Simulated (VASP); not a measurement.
Here is a VASP 6.6.1 calculation.

INCAR

```
PREC = Accurate
ENCUT = 520
EDIFF = 1E-7
ISMEAR = 0
SIGMA = 0.1
LREAL = F
LASPH = T
NELM = 100
ALGO = Normal
ISIF = 2
LWAVE = F
LCHARG = F
GGA = PE
NBANDS = 16
```

The input KPOINTS:

```
regular mesh
0
Gamma
  12 12 14
```

Contents of POSCAR:

```
Te2As
1.0
    5.4137126281      0.0000000000      0.0000000000
   -2.7068563141      4.6884126647      0.0000000000
    0.0000000000      0.0000000000      3.0866525033
Te As
2 1
Direct
    0.3333333333      0.6666666667      0.5000000000
    0.6666666667      0.3333333333      0.5000000000
    0.0000000000      0.0000000000      0.0000000000
```

Potentials or basis: VASP PAW PBE potentials, release 64 (Te, As).

Launch:

```sh
$ cat potpaw_PBE.64/Te/POTCAR potpaw_PBE.64/As/POTCAR > POTCAR
$ mpirun -np 1 vasp_std > vasp.out
```

**Question.** What does it give for the pressure?

**Answer.** 0.0 GPa.
